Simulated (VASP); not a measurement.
Here is a VASP 6.6.1 calculation.

File INCAR:

```
  ALGO = Normal
  EDIFF = 1E-7
  EDIFFG = -0.05
  ENCUT = 600
  GGA = PS
  IBRION = 2
  ISIF = 3
  ISMEAR = 0
  LASPH = True
  LCHARG = False
  LREAL = False
  LWAVE = False
  NELM = 80
  NSW = 80
  PREC = Accurate
  PSTRESS = 106.0
  SIGMA = 0.1
```

Contents of KPOINTS:

```
k-points
0
Gamma
  8 8 8
```

Contents of POSCAR:

```
Ta
1.0
   -1.6118058499      1.6118058499      1.6118058499
    1.6118058499     -1.6118058499      1.6118058499
    1.6118058499      1.6118058499     -1.6118058499
Ta
1
Direct
    0.0000000000      0.0000000000      0.0000000000
```

Potentials or basis: VASP PAW PBE potentials, release 64 (Ta_pv).

The run is started by

```bash
$ cat potpaw_PBE.64/Ta_pv/POTCAR > POTCAR
$ mpirun -np 1 vasp_std > vasp.out
```

Question: Predict the relaxed volume.

Answer: 16.78 Å³/atom.

Question: Estimate the relaxed cell.

Answer: a = 2.794 Å, b = 2.794 Å, c = 2.794 Å, α = 109.47°, β = 109.47°, γ = 109.47°.

The path:
```csv
step,energy change (eV),largest force (eV/Å),pressure (GPa),volume (Å³)
1,0.0000,0.0000,11.15,16.75
2,-0.0088,0.0000,8.96,16.89
3,-0.0023,0.0000,10.60,16.78
```

Caveat: the cell is relaxed towards a set pressure, so the enthalpy falls and the energy may rise; the PAW data sets were made with another functional, which shifts forces and pressure a little.
